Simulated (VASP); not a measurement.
Set up this calculation in VASP 6.6.1, as the native input.

| Quantity | Value |
| --- | --- |
| Task | single point |
| Functional | PBE |
| Potentials or basis | VASP PAW PBE potentials, release 64 (Ti_sv) |
| Cutoff | 520 eV |
| k mesh | 15 × 15 × 8 |
| Occupations | fermi-dirac, width 0.15 eV |
| Spin | no spin polarisation |
| Dipole correction | no |
| Further INCAR settings | ALGO = Normal; EDIFF = 1e-07; NBANDS = 19 |

The structure of Ti lies in POSCAR:

```
Ti
1.0
    2.9402633835      0.0000000000      0.0000000000
   -1.4701316917      2.5463427839      0.0000000000
    0.0000000000      0.0000000000      4.6638124897
Ti
2
Direct
    0.3333333333      0.6666666667      0.2500000000
    0.6666666667      0.3333333333      0.7500000000
```

The input as run:

INCAR

```
SYSTEM = Ti
PREC     = Accurate       ! precision mode
ENCUT    = 520            ! plane-wave cutoff, eV
EDIFF    = 1E-7           ! SCF threshold, eV
ISMEAR   = -1             ! smearing method
SIGMA    = 0.15           ! smearing width, eV
LREAL    = .False.        ! projectors in reciprocal space
LASPH    = .True.         ! aspherical terms in the spheres
NELM     = 80             ! most SCF steps
ALGO     = Normal         ! electronic algorithm
ISIF     = 2              ! what is computed and relaxed
LWAVE    = .False.        ! write WAVECAR
LCHARG   = .False.        ! write CHGCAR
GGA      = PE             ! functional
NBANDS   = 19             ! bands
```

KPOINTS

```
regular mesh
0
Gamma
  15 15 8
  0 0 0
```

Potentials or basis: VASP PAW PBE potentials, release 64 (Ti_sv).

Launch:

```sh
$ cat potpaw_PBE.64/Ti_sv/POTCAR > POTCAR
$ mpirun -np 1 vasp_std > vasp.out
```

Results of the run:

| Property | Result |
| --- | --- |
| Pressure | -0.2 GPa |
| Band gap on the k mesh | zero (band 12 reaches 9.06 eV, above the bottom of band 13 at 8.05 eV) |

Wall time 33 s on 1 thread of Intel(R) Xeon(R) 6975P-C (Granite Rapids) (shared host), peak memory 0.2 GiB.
